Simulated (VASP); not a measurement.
Crystal: Al.

```xyz
1
Lattice="0.0000 2.0248 2.0248 2.0248 0.0000 2.0248 2.0248 2.0248 0.0000" Properties=species:S:1:pos:R:3 pbc="T T T"
Al    0.0000    0.0000    0.0000
```

* Program: VASP 6.6.1
* Task: relaxation of cell and atoms
* Functional: PBE
* Dispersion: D4
* Potentials or basis: VASP PAW PBE potentials, release 64 (Al)
* Cutoff: 600 eV
* k mesh: 11 × 11 × 11
* Occupations: fermi-dirac, width 0.05 eV
* Spin: no spin polarisation

At the start: pressure -3.6 GPa; volume 16.60 Å³/atom.

Task: How do energy, volume and symmetry change on relaxing?

Result: Over 3 steps the energy falls by 8.8 meV/atom and the volume is 15.86 Å³/atom (-4.5 %); space group Fm-3m (No. 225, to 0.05 Å).

Step by step:
| step | energy change (eV) | largest force (eV/Å) | pressure (GPa) | volume (Å³) |
| --- | --- | --- | --- | --- |
| 1 | 0.0000 | 0.0000 | -3.63 | 16.60 |
| 2 | -0.0085 | 0.0000 | 0.81 | 15.71 |
| 3 | -0.0088 | 0.0000 | 0.01 | 15.86 |

Final structure:
```xyz
1
Lattice="0.0000 1.9940 1.9940 1.9940 0.0000 1.9940 1.9940 1.9940 0.0000" Properties=species:S:1:pos:R:3 pbc="T T T"
Al    0.0000    0.0000    0.0000
```

The cell as given is a measured one (16.60 Å³/atom); PBE+D4 puts the equilibrium volume -4.5 % from it, thermal expansion not counted.

Caveat: pairwise dispersion overbinds metals, which lowers pressure and volume.
